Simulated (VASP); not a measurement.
Write the native input for VASP 6.6.1 that does the following.

- Task: single point
- Functional: PBEsol
- Potentials or basis: VASP PAW PBE potentials, release 64 (In_d, Ga_d, As)
- Cutoff: 500 eV
- k mesh: 4 × 4 × 4
- Occupations: gaussian, width 0.1 eV
- Spin: no spin polarisation
- Dipole correction: no
- Further INCAR settings: LREAL = Auto; ALGO = Normal; EDIFF = 1e-06; NBANDS = 166

The structure of InGa15As16 lies in POSCAR:

```
InGa15As16
1.0
    5.6871219396     -5.6871219396     -5.6871219396
   -5.6871219396     -5.6871219396      5.6871219396
   -5.6871219396      5.6871219396     -5.6871219396
In Ga As
1 15 16
Direct
    0.7500000000      0.0000000000      0.2500000000
    0.7500000000      0.2523954800     -0.0019227829
    0.7500000000      0.5000000000      0.7500000000
    0.4980772171      0.0000000000      0.5023954800
    0.7500000000      0.7480772171      0.5023954800
    0.4980772171      0.2523954800      0.2500000000
    0.4976045200      0.4956817372     -0.0023954800
    0.2500000000      0.0000000000      0.7500000000
    0.4976045200      0.7476045200      0.7456817372
    0.2543182628      0.2519227829      0.5019227829
    0.2500000000      0.5000000000      0.2500000000
    0.0023954800      0.0000000000     -0.0019227829
    0.2456817372      0.7476045200     -0.0023954800
    0.0019227829      0.2519227829      0.7543182628
    0.0019227829      0.5043182628      0.5019227829
    0.0023954800      0.7480772171      0.2500000000
    0.4858887408      0.7358887408     -0.0141112592
    0.4992583774      0.0000000000      0.7514935389
    0.5022351615      0.2507416226      0.5007416226
    0.2514935389      0.7492583774      0.2500000000
    0.4992583774      0.5014935389      0.2500000000
    0.2514935389      0.0000000000     -0.0007416226
    0.2485064611      0.2477648385      0.7485064611
    0.0007416226      0.7522351615      0.5007416226
    0.2485064611      0.4985064611      0.4977648385
    0.0141112592      0.0000000000      0.2500000000
    0.0007416226      0.2507416226      0.0022351615
    0.7500000000      0.7492583774      0.7514935389
   -0.0022351615      0.4985064611      0.7485064611
    0.7500000000      0.0000000000      0.5141112592
    0.7500000000      0.2641112592      0.2500000000
    0.7500000000      0.5014935389     -0.0007416226
```

These files were run (other wordings do the same):

INCAR

```
ALGO = Normal
EDIFF = 1E-6
ENCUT = 500
GGA = PS
GGA_COMPAT = False
ISIF = 2
ISMEAR = 0
KPAR = 4
LASPH = True
LCHARG = False
LREAL = Auto
LWAVE = False
NBANDS = 166
NELM = 120
PREC = Accurate
SIGMA = 0.1
```

KPOINTS

```
k-points
0
Gamma
  4 4 4
```

Potentials or basis: VASP PAW PBE potentials, release 64 (In_d, Ga_d, As).

Run with:

```console
$ cat potpaw_PBE.64/In_d/POTCAR potpaw_PBE.64/Ga_d/POTCAR potpaw_PBE.64/As/POTCAR > POTCAR
$ mpirun -np 4 vasp_std > vasp.out
```

It gave:

The pressure is 0.1 GPa. The largest force is 0.060 eV/Å and the band gap on the k mesh is 0.34 eV.

Caveat: semilocal functionals underestimate gaps, and a narrow one can read as zero; the PAW data sets were made with another functional, which shifts forces and pressure a little; spin-orbit coupling is left out, which moves the levels of the heavy elements.

It took 9.7 min on 4 MPI ranks on AMD EPYC 7R43 64-Core Processor (Zen 3) (shared host), peak memory 1.1 GiB a rank.
